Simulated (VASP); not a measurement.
The system is PtSe2.

```
Pt Se
1.0
     0.00000    3.10010    3.10010
     3.10010    0.00000    3.10010
     3.10010    3.10010    0.00000
Pt Se
1 2
Direct
  0.00000 0.00000 0.00000
  0.25000 0.25000 0.25000
  0.75000 0.75000 0.75000
```

```yaml
Program: VASP 6.6.1
Task: relaxation of cell and atoms
Functional: r2SCAN
Dispersion: rVV10
Potentials_or_basis: VASP PAW PBE potentials, release 64 (Pt, Se)
Cutoff: 600 eV
k_mesh: 6 × 6 × 6
Occupations: fermi-dirac, width 0.03 eV
Spin: no spin polarisation
```

At the start: pressure 2.7 GPa; volume 19.86 Å³/atom.

Task: Where does the relaxation end?

Result: Over 3 steps the energy falls by 3.4 meV/atom and the volume is 20.28 Å³/atom (+2.1 %); space group Fm-3m (No. 225, to 0.1 Å) before and after.

Step by step:
```
step  energy change (eV)  largest force (eV/Å)  pressure (GPa)  volume (Å³)
   1              0.0000                0.0000            2.66        59.59
   2              0.0054                0.0000           -2.98        62.48
   3             -0.0102                0.0000            0.00        60.85
```

Final structure:
```
Pt Se
1.0
     0.00000    3.12187    3.12187
     3.12187    0.00000    3.12187
     3.12187    3.12187    0.00000
Pt Se
1 2
Direct
  0.00000 0.00000 0.00000
  0.25000 0.25000 0.25000
  0.75000 0.75000 0.75000
```

Caveat: the PAW data sets were made with another functional, which shifts forces and pressure a little.
